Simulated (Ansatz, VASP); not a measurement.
Si: VASP beside Ansatz

```
Si
1.0
     0.00000    5.43000    5.43000
     5.43000    0.00000    5.43000
     5.43000    5.43000    0.00000
Si
17
Cartesian
  -0.0626 -0.0839 0.0746
  1.2996 1.2915 1.3629
  2.5392 2.5326 -0.1787
  3.9055 3.9022 1.1889
  2.6768 0.0674 2.7863
  3.9390 1.4522 4.1760
  5.3635 2.7878 2.6370
  6.7299 4.0739 4.0099
  0.0753 2.6697 2.7848
  1.4653 3.9344 4.1679
  2.7937 5.3525 2.6480
  4.0827 6.7244 4.0130
  2.9553 2.9512 5.6681
  4.3426 4.3361 7.0530
  5.5069 5.4978 5.3873
  6.8992 6.8781 6.6520
  6.0089 6.0138 8.7263
```

Alike in both runs: functional PBE; k mesh 2 × 2 × 2; occupations fermi-dirac, width 0.02 eV; no spin polarisation.

Ansatz relaxed the structure, and its values are those at the end. VASP's run is a single point on that final structure, the one shown.

```csv
,VASP,Ansatz
version,VASP 6.6.1,Ansatz 0.2.0
potentials or method,"VASP PAW PBE potentials, release 64 (Si), cutoff 520 eV","scalar-relativistic, plane waves, PAW"
valence electrons in the cell,68,68
```

|  | VASP | Ansatz | Ansatz less VASP |
| --- | --- | --- | --- |
| rms of the force components (eV/Å) | 0.028 | 0.028 | -0.0002 |

The functional is the same, so the differences come from potentials, cutoffs and numerics.

The k mesh is coarse, so the values compare programs but aren't converged.
